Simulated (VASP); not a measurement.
Wanted: the native input for a VASP 6.6.1 run.

```
Task                   : single point
Functional             : LDA
Potentials or basis    : VASP PAW LDA potentials, release 64 (Ba_sv, Te)
Cutoff                 : 520 eV
k mesh                 : 6 × 6 × 6
Occupations            : gaussian, width 0.05 eV
Spin                   : no spin polarisation
Dipole correction      : no
Further INCAR settings : ALGO = Normal; EDIFF = 1e-06; NBANDS = 15
```

The structure of BaTe lies in POSCAR:

```
BaTe
1.0
    4.4755893000      0.0000000000      0.0000000000
    0.0000000000      4.4755893000      0.0000000000
    0.0000000000      0.0000000000      4.4755893000
Ba Te
1 1
Direct
    0.0000000000      0.0000000000      0.0000000000
    0.5000000000      0.5000000000      0.5000000000
```

This cell differs from its parent crystal: strain +0.050 along x and y, +0.050 along z.

These files were run (other wordings do the same):

INCAR

```
SYSTEM = BaTe
PREC = Accurate ; ENCUT = 520
EDIFF = 1E-6 ; ISMEAR = 0
SIGMA = 0.05 ; LREAL = .FALSE.
LASPH = .TRUE. ; NELM = 100
ALGO = Normal ; ISIF = 2
LWAVE = .FALSE. ; LCHARG = .TRUE.
LELF = .TRUE. ; LVHAR = .TRUE.
NBANDS = 15
```

KPOINTS

```
regular mesh
0
G
  6 6 6
  0 0 0
```

Potentials or basis: VASP PAW LDA potentials, release 64 (Ba_sv, Te).

Launch:

```console
$ cat potpaw_LDA.64/Ba_sv/POTCAR potpaw_LDA.64/Te/POTCAR > POTCAR
$ mpirun -np 1 vasp_std > vasp.out
```

It gave:

```
Pressure               : -5.5 GPa
Band gap on the k mesh : 0.94 eV, direct
```

Caveat: the cell differs from its parent crystal (strain +0.050 along x and y, +0.050 along z); spin-orbit coupling is left out, which moves the levels of the heavy elements.

Wall time 18 s on 1 thread of Intel(R) Xeon(R) Platinum 8488C (Sapphire Rapids), with other jobs on the host, peak memory 0.18 GiB.
